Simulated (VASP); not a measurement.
Set up this calculation in VASP 6.6.1, as the native input.

```yaml
Task: single point
Functional: LDA
Potentials_or_basis: VASP PAW LDA potentials, release 64 (Mg, O)
Cutoff: 600 eV
k_mesh: 12 × 12 × 8
Occupations: gaussian, width 0.01 eV
Spin: no spin polarisation
Dipole_correction: no
Further_INCAR_settings: ALGO = Normal; EDIFF = 1e-06; NBANDS = 11
```

The structure of MgO lies in POSCAR:

```
MgO
1.0
    2.8574863958      0.0000000000      0.0000000000
   -1.4287427116      2.4746559820      0.0000000000
    0.0000000000      0.0000000000      2.6062268258
Mg O
1 1
Direct
    0.0000000000      0.0000000000      0.0000000000
    0.3333333333      0.6666666667      0.5000000000
```

One way to write it, as run:

INCAR

```
  PREC = Accurate
  ENCUT = 600
  EDIFF = 1E-6
  ISMEAR = 0
  SIGMA = 0.01
  LREAL = F
  LASPH = T
  NELM = 120
  ALGO = Normal
  ISIF = 2
  LWAVE = F
  LCHARG = T
  LELF = T
  LVHAR = T
  NBANDS = 11
  GGA_COMPAT = F
```

KPOINTS

```
Automatic mesh
0
Gamma
  12 12 8
```

Potentials or basis: VASP PAW LDA potentials, release 64 (Mg, O).

The run is started by

```sh
$ cat potpaw_LDA.64/Mg/POTCAR potpaw_LDA.64/O/POTCAR > POTCAR
$ mpirun -np 1 vasp_std > vasp.out
```

Results of the run:

```
Pressure               : 0.6 GPa
Band gap on the k mesh : 3.60 eV (least direct gap 4.02 eV)
```

It took 18 s on 1 thread of Intel Xeon 8259CL, on a shared host, peak memory 0.15 GiB.
